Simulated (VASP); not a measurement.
# NiO (P6_3/mmc) in VASP: further runs

NiO is run at these levels: PBE+U; tasks: single point, relaxation of shape and atoms at fixed volume.

Program: VASP 6.6.1. These are calculated values, not measurements. Logs are shortened: lines on timing, memory, paths and dates and some standing lists are left out, and cuts for length are marked.

## (1) The cell of the first run

It takes space group P6_3/mmc (No. 194, hexagonal). Conventional cell: a = 2.973 Å, b = 2.973 Å, c = 5.121 Å, α = 90.00°, β = 90.00°, γ = 120.00°. Within 2.8 Å of Ni (site symmetry -3m) lie 6 O at 2.14 Å and 2 Ni at 2.56 Å. O (site symmetry -6m2) has 6 Ni at 2.14 Å within 2.8 Å.

## (2) Single point, PBE+U, collinear spin, antiferromagnetic start

Input file INCAR:

```
ALGO = Normal
EDIFF = 1E-6
ENCUT = 600
GGA = PE
GGA_COMPAT = F
ISIF = 2
ISMEAR = 0
ISPIN = 2
LASPH = T
LCHARG = F
LDAU = T
LDAUJ = 0 0
LDAUL = 2 -1
LDAUPRINT = 1
LDAUTYPE = 2
LDAUU = 6.2 0
LMAXMIX = 4
LORBIT = 11
LREAL = F
LWAVE = F
MAGMOM = -1.85 1.85 0 0
NBANDS = 28
NELM = 200
PREC = Accurate
SIGMA = 0.05
```

Input file KPOINTS:

```
k-points
0
Gamma
  10 10 6
```

Input file POSCAR:

```
NiO
1.0
    2.9727185427      0.0000000000      0.0000000000
   -1.4863592714      2.5744497763      0.0000000000
    0.0000000000      0.0000000000      5.1208238404
Ni O
2 2
Direct
    0.0000000000      0.0000000000      0.0000000000
    0.0000000000      0.0000000000      0.5000000000
    0.3333333333      0.6666666667      0.2500000000
    0.6666666667      0.3333333333      0.7500000000
```

Potentials or basis: VASP PAW PBE potentials, release 64 (Ni, O).

The run is started by

```sh
$ cat potpaw_PBE.64/Ni/POTCAR potpaw_PBE.64/O/POTCAR > POTCAR
$ mpirun -np 1 vasp_std > vasp.out
```

OUTCAR:

```text
EDIFF = 1E-6
   ENCUT = 600
   GGA = PE
   ISIF = 2
   ISMEAR = 0
   ISPIN = 2
   LASPH = T
   LORBIT = 11
   LREAL = F
   NELM = 200
   PREC = Accurate

 ion  position               nearest neighbor table
   1  0.000  0.000  0.000-   3 2.14   4 2.14   4 2.14   3 2.14   4 2.14   3 2.14   2 2.56   2 2.56

   2  0.000  0.000  0.500-   3 2.14   4 2.14   4 2.14   3 2.14   4 2.14   3 2.14   1 2.56   1 2.56

   3  0.333  0.667  0.250-   1 2.14   2 2.14   1 2.14   2 2.14   1 2.14   2 2.14
   4  0.667  0.333  0.750-   1 2.14   2 2.14   1 2.14   2 2.14   1 2.14   2 2.14

  LATTYP: Found a hexagonal cell.
 ALAT       =     2.9727185427
 C/A-ratio  =     1.7226063507

  Lattice vectors:

 A1 = (   2.9727185427,   0.0000000000,   0.0000000000)
 A2 = (  -1.4863592714,   2.5744497763,   0.0000000000)
 A3 = (   0.0000000000,   0.0000000000,   5.1208238404)

Analysis of symmetry for initial positions (statically):
=====================================================================
 Subroutine PRICEL returns:
 Original cell was already a primitive cell.

 Routine SETGRP: Setting up the symmetry group for a
 hexagonal supercell.

 Subroutine GETGRP returns: Found 24 space group operations
 (whereof 12 operations were pure point group operations)
 out of a pool of 24 trial point group operations.

The static configuration has the point symmetry D_3d.
 The point group associated with its full space group is D_6h.

Analysis of symmetry for dynamics (positions and initial velocities):
=====================================================================
 Subroutine PRICEL returns:
 Original cell was already a primitive cell.

 Routine SETGRP: Setting up the symmetry group for a
 hexagonal supercell.

 Subroutine GETGRP returns: Found 24 space group operations
 (whereof 12 operations were pure point group operations)
 out of a pool of 24 trial point group operations.

The dynamic configuration has the point symmetry D_3d.
 The point group associated with its full space group is D_6h.

Analysis of structural, dynamic, and magnetic symmetry:
=====================================================================
 Subroutine PRICEL returns:
 Original cell was already a primitive cell.

 Routine SETGRP: Setting up the symmetry group for a
 hexagonal supercell.

 Subroutine GETGRP returns: Found 24 space group operations
 (whereof 12 operations were pure point group operations)
 out of a pool of 24 trial point group operations.

The overall configuration has the point symmetry D_3d.
 The point group associated with its full space group is D_6h.

 Subroutine INISYM returns: Found 24 space group operations
 (whereof 12 operations are pure point group operations),
 and found     1 'primitive' translations

----------------------------------------------------------------------------------------

                                     Primitive cell

  volume of cell :      39.1903

  direct lattice vectors                    reciprocal lattice vectors
     2.972718543  0.000000000  0.000000000     0.336392425  0.194216257  0.000000000
    -1.486359271  2.574449776  0.000000000     0.000000000  0.388432514  0.000000000
[... 140 lines left out ...]
  0.7107  0.0000  0.0000  0.3887  0.0000
  0.0000  0.4162  0.0000 -0.0000  0.3887
  0.0000  0.0000  0.9815  0.0000  0.0000
  0.3887 -0.0000  0.0000  0.4162 -0.0000
  0.0000  0.3887  0.0000 -0.0000  0.7107

spin component  2

  0.9924 -0.0000  0.0000 -0.0200 -0.0000
 -0.0000  1.0104 -0.0000 -0.0000 -0.0200
  0.0000 -0.0000  0.9841 -0.0000  0.0000
 -0.0200 -0.0000 -0.0000  1.0104  0.0000
 -0.0000 -0.0200  0.0000  0.0000  0.9924

 occupancies and eigenvectors

  o =  0.1478  v =  0.4725 -0.4571 -0.0000 -0.6842  0.3156  0.0000  0.0000  0.0000  0.0000  0.0000      0.0000  0.0000  0.0000  0.0000  0.0000  0.0000  0.0000  0.0000  0.0000  0.0000
  o =  0.1478  v = -0.3156 -0.6842  0.0000  0.4571  0.4725  0.0000  0.0000  0.0000  0.0000  0.0000      0.0000  0.0000  0.0000  0.0000  0.0000  0.0000  0.0000  0.0000  0.0000  0.0000
  o =  0.9791  v =  0.6843  0.3155 -0.0000  0.4726  0.4569  0.0000  0.0000  0.0000  0.0000  0.0000      0.0000  0.0000  0.0000  0.0000  0.0000  0.0000  0.0000  0.0000  0.0000  0.0000
  o =  0.9791  v =  0.4569 -0.4726 -0.0000  0.3155 -0.6843  0.0000  0.0000  0.0000  0.0000  0.0000      0.0000  0.0000  0.0000  0.0000  0.0000  0.0000  0.0000  0.0000  0.0000  0.0000
  o =  0.9795  v =  0.0000  0.0000  0.0000  0.0000  0.0000  0.6982  0.3017 -0.0000  0.4518  0.4663      0.0000  0.0000  0.0000  0.0000  0.0000  0.0000  0.0000  0.0000  0.0000  0.0000
  o =  0.9795  v =  0.0000  0.0000  0.0000  0.0000  0.0000  0.4663 -0.4518 -0.0000  0.3017 -0.6982      0.0000  0.0000  0.0000  0.0000  0.0000  0.0000  0.0000  0.0000  0.0000  0.0000
  o =  0.9815  v =  0.0000  0.0000  1.0000  0.0000  0.0000  0.0000  0.0000  0.0000  0.0000  0.0000      0.0000  0.0000  0.0000  0.0000  0.0000  0.0000  0.0000  0.0000  0.0000  0.0000
  o =  0.9841  v =  0.0000  0.0000  0.0000  0.0000  0.0000  0.0000  0.0000  1.0000  0.0000  0.0000      0.0000  0.0000  0.0000  0.0000  0.0000  0.0000  0.0000  0.0000  0.0000  0.0000
  o =  1.0233  v =  0.0000  0.0000  0.0000  0.0000  0.0000 -0.4518  0.4662 -0.0000  0.6982 -0.3017      0.0000  0.0000  0.0000  0.0000  0.0000  0.0000  0.0000  0.0000  0.0000  0.0000
  o =  1.0233  v =  0.0000  0.0000  0.0000  0.0000  0.0000  0.3017  0.6982  0.0000 -0.4662 -0.4518      0.0000  0.0000  0.0000  0.0000  0.0000  0.0000  0.0000  0.0000  0.0000  0.0000

atom =   2  type =  1  l = 2

 onsite density matrix

spin component  1

  0.9924  0.0000  0.0000  0.0200 -0.0000
  0.0000  1.0104  0.0000 -0.0000  0.0200
  0.0000  0.0000  0.9841  0.0000  0.0000
  0.0200 -0.0000  0.0000  1.0104 -0.0000
 -0.0000  0.0200  0.0000 -0.0000  0.9924

spin component  2

  0.7107 -0.0000  0.0000 -0.3887  0.0000
 -0.0000  0.4162 -0.0000 -0.0000 -0.3887
  0.0000 -0.0000  0.9815 -0.0000  0.0000
 -0.3887 -0.0000 -0.0000  0.4162  0.0000
  0.0000 -0.3887  0.0000  0.0000  0.7107

 occupancies and eigenvectors

  o =  0.1478  v =  0.0000  0.0000  0.0000  0.0000  0.0000  0.4725  0.4570 -0.0000  0.6843  0.3156      0.0000  0.0000  0.0000  0.0000  0.0000  0.0000  0.0000  0.0000  0.0000  0.0000
  o =  0.1478  v =  0.0000  0.0000  0.0000  0.0000  0.0000 -0.3156  0.6843  0.0000 -0.4570  0.4725      0.0000  0.0000  0.0000  0.0000  0.0000  0.0000  0.0000  0.0000  0.0000  0.0000
  o =  0.9791  v =  0.0000  0.0000  0.0000  0.0000  0.0000  0.6843 -0.3155 -0.0000 -0.4726  0.4569      0.0000  0.0000  0.0000  0.0000  0.0000  0.0000  0.0000  0.0000  0.0000  0.0000
  o =  0.9791  v =  0.0000  0.0000  0.0000  0.0000  0.0000  0.4569  0.4726 -0.0000 -0.3155 -0.6843      0.0000  0.0000  0.0000  0.0000  0.0000  0.0000  0.0000  0.0000  0.0000  0.0000
  o =  0.9795  v =  0.6982 -0.3017 -0.0000 -0.4518  0.4663  0.0000  0.0000  0.0000  0.0000  0.0000      0.0000  0.0000  0.0000  0.0000  0.0000  0.0000  0.0000  0.0000  0.0000  0.0000
  o =  0.9795  v =  0.4663  0.4518 -0.0000 -0.3017 -0.6982  0.0000  0.0000  0.0000  0.0000  0.0000      0.0000  0.0000  0.0000  0.0000  0.0000  0.0000  0.0000  0.0000  0.0000  0.0000
  o =  0.9815  v =  0.0000  0.0000  0.0000  0.0000  0.0000  0.0000 -0.0000  1.0000 -0.0000  0.0000      0.0000  0.0000  0.0000  0.0000  0.0000  0.0000  0.0000  0.0000  0.0000  0.0000
  o =  0.9841  v =  0.0000 -0.0000  1.0000 -0.0000  0.0000  0.0000  0.0000  0.0000  0.0000  0.0000      0.0000  0.0000  0.0000  0.0000  0.0000  0.0000  0.0000  0.0000  0.0000  0.0000
  o =  1.0233  v = -0.4518 -0.4663 -0.0000 -0.6982 -0.3017  0.0000  0.0000  0.0000  0.0000  0.0000      0.0000  0.0000  0.0000  0.0000  0.0000  0.0000  0.0000  0.0000  0.0000  0.0000
  o =  1.0233  v =  0.3017 -0.6982  0.0000  0.4663 -0.4518  0.0000  0.0000  0.0000  0.0000  0.0000      0.0000  0.0000  0.0000  0.0000  0.0000  0.0000  0.0000  0.0000  0.0000  0.0000

 number of electron      32.0000025 magnetization      -0.0000000

 Free energy of the ion-electron system (eV)
  ---------------------------------------------------
  ext. energy  EPLUGINS =         0.00000000
  ---------------------------------------------------
  free energy    TOTEN  =       -20.14968693 eV

  energy without entropy =      -20.14968693  energy(sigma->0) =      -20.14968693

 E-fermi :   5.7437     XC(G=0): -12.1925

 val. band max:        5.4500481831   @ k =   0.0000   0.0000   0.5000
 cond. band min:       8.2193320415   @ k =   0.0000   0.0000   0.0000
 fundamental gap:      2.7692838584
 Fermi energy:         5.7436625573

 spin component 1

 k-point     1 :       0.0000    0.0000    0.0000
  band No.  band energies     occupation
      1     -12.3507      1.00000
      2     -11.2281      1.00000
      3      -1.0505      1.00000
      4      -0.6898      1.00000
      5      -0.6898      1.00000
      6       0.4003      1.00000
[... 1481 lines left out ...]
     27      25.4274      0.00000
     28      26.5297      0.00000

 [... further k-points ...]
[... 5 lines left out ...]
  --------------------------------------------------------------------------------------
  -------------------------------------------------------------------------------------
  Total       -2.2795421     -2.2795421     -2.7887538      0.0000000      0.0000000      0.0000000
  in kB      -93.1923240    -93.1923240   -114.0099371      0.0000000      0.0000000      0.0000000
  external PRESSURE =    -100.1315284 kB  Pullay stress =       0.0000000 kB

 VOLUME and BASIS-vectors are now :
 -----------------------------------------------------------------------------
  energy-cutoff  :      600.00
  volume of cell :       39.19
      direct lattice vectors                 reciprocal lattice vectors
     2.972718543  0.000000000  0.000000000     0.336392425  0.194216257  0.000000000
    -1.486359271  2.574449776  0.000000000     0.000000000  0.388432514  0.000000000
     0.000000000  0.000000000  5.120823840     0.000000000  0.000000000  0.195281078

 POSITION                                       TOTAL-FORCE (eV/Angst)
 -----------------------------------------------------------------------------------
      0.00000      0.00000      0.00000         0.000000     -0.000000     -0.000000
      0.00000      0.00000      2.56041         0.000000     -0.000000     -0.000000
     -0.00000      1.71630      1.28021         0.000000      0.000000     -0.000000
      1.48636      0.85815      3.84062        -0.000000      0.000000      0.000000
 -----------------------------------------------------------------------------------
    total drift:                               -0.000000      0.000000      0.000000

  FREE ENERGIE OF THE ION-ELECTRON SYSTEM (eV)
  ---------------------------------------------------
  free  energy   TOTEN  =       -20.1496869281 eV

  energy  without entropy=      -20.1496869281  energy(sigma->0) =      -20.14968693

 total charge

# of ion       s       p       d       tot
------------------------------------------
    1        0.332   0.391   8.199   8.922
    2        0.332   0.391   8.199   8.922
    3        1.548   3.428   0.000   4.976
    4        1.548   3.428   0.000   4.976
--------------------------------------------------
tot          3.759   7.637  16.399  27.795

 magnetization (x)

# of ion       s       p       d       tot
------------------------------------------
    1       -0.001   0.002  -1.753  -1.752
    2        0.001  -0.002   1.753   1.752
    3        0.000   0.000   0.000   0.000
    4        0.000   0.000   0.000   0.000
--------------------------------------------------
tot          0.000   0.000   0.000   0.000
```

Wall time 3.6 min (1 thread of Oxide Virtual Turin-like, shared host); peak memory 0.22 GiB.

What came out:

```
Free energy                                           : -20.1497 eV
Pressure                                              : -10.0 GPa
Band gap on the k mesh                                : 2.77 eV (least direct gap 3.38 eV)
Net moment                                            : 0.00 μB per cell
Site moments                                          : Ni -1.75, +1.75; O +0.00 μB
Valence electrons inside the program's atomic spheres : Ni 8.92; O 4.98
```

Eigenvalues of the final occupation matrices:
```
    site  spin  trace               eigenvalues
site 1 d     1   3.24  0.15 0.15 0.98 0.98 0.98
site 1 d     2   4.99  0.98 0.98 0.98 1.02 1.02
site 2 d     1   4.99  0.98 0.98 0.98 1.02 1.02
site 2 d     2   3.24  0.15 0.15 0.98 0.98 0.98
```

Caveat: the cell stands under tension.

## (3) Single point, PBE+U, collinear spin, antiferromagnetic start

Input file INCAR:

```
PREC = Accurate
ENCUT = 600
EDIFF = 1E-6
ISMEAR = 0
SIGMA = 0.05
LREAL = F
LASPH = T
NELM = 200
ALGO = Normal
ISIF = 2
LWAVE = F
LCHARG = F
ISPIN = 2
MAGMOM = -1.85 1.85 0 0
LORBIT = 11
LMAXMIX = 4
LDAU = T
LDAUTYPE = 2
LDAUL = 2 -1
LDAUU = 6.2 0
LDAUJ = 0 0
LDAUPRINT = 1
GGA = PE
NBANDS = 28
GGA_COMPAT = F
```

Input file KPOINTS:

```
regular mesh
0
Gamma
  10 10 6
```

Input file POSCAR:

```
NiO
1.0
    2.9714596840      0.0000000000      0.0000000000
   -1.4857298420      2.5733595726      0.0000000000
    0.0000000000      0.0000000000      5.1251636329
Ni O
2 2
Direct
    0.0000000000      0.0000000000      0.0000000000
    0.0000000000      0.0000000000      0.5000000000
    0.3333333333      0.6666666667      0.2499999999
    0.6666666667      0.3333333333      0.7500000001
```

Potentials or basis: VASP PAW PBE potentials, release 64 (Ni, O).

The run is started by

```sh
$ cat potpaw_PBE.64/Ni/POTCAR potpaw_PBE.64/O/POTCAR > POTCAR
$ mpirun -np 1 vasp_std > vasp.out
```

OUTCAR:

```text
PREC = Accurate
   ENCUT = 600
   EDIFF = 1E-6
   ISMEAR = 0
   LREAL = F
   LASPH = T
   NELM = 200
   ISIF = 2
   ISPIN = 2
   LORBIT = 11
   GGA = PE

 ion  position               nearest neighbor table
   1  0.000  0.000  0.000-   3 2.14   4 2.14   3 2.14   4 2.14   4 2.14   3 2.14   2 2.56   2 2.56

   2  0.000  0.000  0.500-   3 2.14   4 2.14   3 2.14   4 2.14   4 2.14   3 2.14   1 2.56   1 2.56

   3  0.333  0.667  0.250-   1 2.14   1 2.14   1 2.14   2 2.14   2 2.14   2 2.14
   4  0.667  0.333  0.750-   1 2.14   1 2.14   1 2.14   2 2.14   2 2.14   2 2.14

  LATTYP: Found a hexagonal cell.
 ALAT       =     2.9714596840
 C/A-ratio  =     1.7247966245

  Lattice vectors:

 A1 = (   2.9714596840,   0.0000000000,   0.0000000000)
 A2 = (  -1.4857298420,   2.5733595726,   0.0000000000)
 A3 = (   0.0000000000,   0.0000000000,   5.1251636329)

Analysis of symmetry for initial positions (statically):
[... 282 lines left out ...]
      5      -0.6874      1.00000
      6       0.4032      1.00000
[... 1481 lines left out ...]
     27      25.4195      0.00000
     28      26.5177      0.00000

 [... further k-points ...]
[... 5 lines left out ...]
  --------------------------------------------------------------------------------------
  -------------------------------------------------------------------------------------
  Total       -2.2564461     -2.2564461     -2.8484922      0.0000000      0.0000000      0.0000000
  in kB      -92.2481130    -92.2481130   -116.4521663      0.0000000      0.0000000      0.0000000
  external PRESSURE =    -100.3161308 kB  Pullay stress =       0.0000000 kB

 VOLUME and BASIS-vectors are now :
 -----------------------------------------------------------------------------
  energy-cutoff  :      600.00
  volume of cell :       39.19
      direct lattice vectors                 reciprocal lattice vectors
     2.971459684  0.000000000  0.000000000     0.336534938  0.194298537  0.000000000
    -1.485729842  2.573359573  0.000000000     0.000000000  0.388597074  0.000000000
     0.000000000  0.000000000  5.125163633     0.000000000  0.000000000  0.195115721

 POSITION                                       TOTAL-FORCE (eV/Angst)
 -----------------------------------------------------------------------------------
      0.00000      0.00000      0.00000        -0.000000      0.000000      0.000000
      0.00000      0.00000      2.56258        -0.000000      0.000000      0.000000
     -0.00000      1.71557      1.28129         0.000000     -0.000000      0.000000
      1.48573      0.85779      3.84387        -0.000000      0.000000     -0.000000
 -----------------------------------------------------------------------------------
    total drift:                                0.000000     -0.000000      0.000000

  FREE ENERGIE OF THE ION-ELECTRON SYSTEM (eV)
  ---------------------------------------------------
  free  energy   TOTEN  =       -20.1492313703 eV

  energy  without entropy=      -20.1492313703  energy(sigma->0) =      -20.14923137

 total charge

# of ion       s       p       d       tot
------------------------------------------
    1        0.332   0.390   8.199   8.922
    2        0.332   0.390   8.199   8.922
    3        1.548   3.428   0.000   4.976
    4        1.548   3.428   0.000   4.976
--------------------------------------------------
tot          3.759   7.637  16.398  27.794

 magnetization (x)

# of ion       s       p       d       tot
------------------------------------------
    1       -0.001   0.002  -1.753  -1.752
    2        0.001  -0.002   1.753   1.752
    3        0.000   0.000   0.000   0.000
    4        0.000   0.000   0.000   0.000
--------------------------------------------------
tot          0.000   0.000   0.000   0.000
```

Run time: 3.2 min. Hardware: 1 thread of Oxide Virtual Turin-like, shared host; peak memory 0.21 GiB.

What came out:

```yaml
Free_energy: -20.1492 eV
Pressure: -10.0 GPa
Band_gap_on_the_k_mesh: 2.77 eV (least direct gap 3.37 eV)
Net_moment: 0.00 μB per cell
Site_moments: Ni -1.75, +1.75; O +0.00 μB
Valence_electrons_inside_the_program's_atomic_spheres: Ni 8.92; O 4.98
```

Stress tensor (GPa, compression positive):
```
 -9.22   0.00   0.00
  0.00  -9.22   0.00
  0.00   0.00 -11.65
```

Eigenvalues of the final occupation matrices:
```csv
site,spin,trace,eigenvalues
site 1 d,1,3.24,0.15 0.15 0.98 0.98 0.98
site 1 d,2,4.99,0.98 0.98 0.98 1.02 1.02
site 2 d,1,4.99,0.98 0.98 0.98 1.02 1.02
site 2 d,2,3.24,0.15 0.15 0.98 0.98 0.98
```

Caveat: the cell stands under tension. A k mesh can miss the band edges.

(Continued in part 2 of 2.)
